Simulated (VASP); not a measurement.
MgS, 2 atoms in the cell. It takes space group F-43m (No. 216, cubic). Conventional cell: a = 5.590 Å, b = 5.590 Å, c = 5.590 Å, α = 90.00°, β = 90.00°, γ = 90.00°. S (site symmetry -43m) has 4 Mg at 2.42 Å within 3.2 Å. Within 3.2 Å of Mg (site symmetry -43m) lie 4 S at 2.42 Å. 

```yaml
Program: VASP 6.6.1
Task: single point
Functional: HSE06
Potentials_or_basis: VASP PAW PBE potentials, release 64 (S, Mg)
Cutoff: 520 eV
k_mesh: 6 × 6 × 6
Occupations: fermi-dirac, width 0.05 eV
Spin: no spin polarisation
Dipole_correction: no
Grid_for_exact_exchange_PRECFOCK: Normal
Further_INCAR_settings: ALGO = Normal; EDIFF = 1e-06; NBANDS = 11
Screening_parameter: 0.2079 1/Å
```

Potentials or basis: VASP PAW PBE potentials, release 64 (S, Mg).

The run is started by

```sh
$ cat potpaw_PBE.64/S/POTCAR potpaw_PBE.64/Mg/POTCAR > POTCAR
$ cp INCAR.step1 INCAR
$ mpirun -np 1 vasp_std > vasp.out
$ cp INCAR.step2 INCAR
$ mpirun -np 1 vasp_std > vasp.out
```

Hardware: 1 thread of Intel Xeon 6975P-C, with other jobs on the host.

Problem. How long does it take, and how much memory?

Solution. Run time: 10 min on 1 thread of Intel Xeon 6975P-C, on a shared host, peak memory 0.3 GiB. Counts: k points 16.
